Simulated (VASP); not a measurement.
CoO, 2 atoms in the cell. It takes space group F-43m (No. 216, cubic). The conventional cell has a = 4.349 Å, b = 4.349 Å, c = 4.349 Å, α = 90.00°, β = 90.00°, γ = 90.00°. Within 2.5 Å of Co (site symmetry -43m) lie 4 O at 1.88 Å. O (site symmetry -43m) has 4 Co at 1.88 Å within 2.5 Å. 

```yaml
Program: VASP 6.6.1
Task: single point
Functional: PBEsol
Potentials_or_basis: VASP PAW PBE potentials, release 64 (Co, O)
Cutoff: 520 eV
k_mesh: 16 × 16 × 16
Occupations: gaussian, width 0.1 eV
Spin: no spin polarisation
Dipole_correction: no
Further_INCAR_settings: ALGO = Normal; EDIFF = 1e-07; NBANDS = 14
```

Potentials or basis: VASP PAW PBE potentials, release 64 (Co, O).

Launch:

```bash
$ cat potpaw_PBE.64/Co/POTCAR potpaw_PBE.64/O/POTCAR > POTCAR
$ mpirun -np 1 vasp_std > vasp.out
```

Hardware: 1 thread of Intel Xeon 6975P-C, with other jobs on the host.

How long does it take, and how much memory?

Wall time 27 s on 1 thread of Intel Xeon 6975P-C, with other jobs on the host, peak memory 0.17 GiB. Counts: scf iterations 15, k points 145.
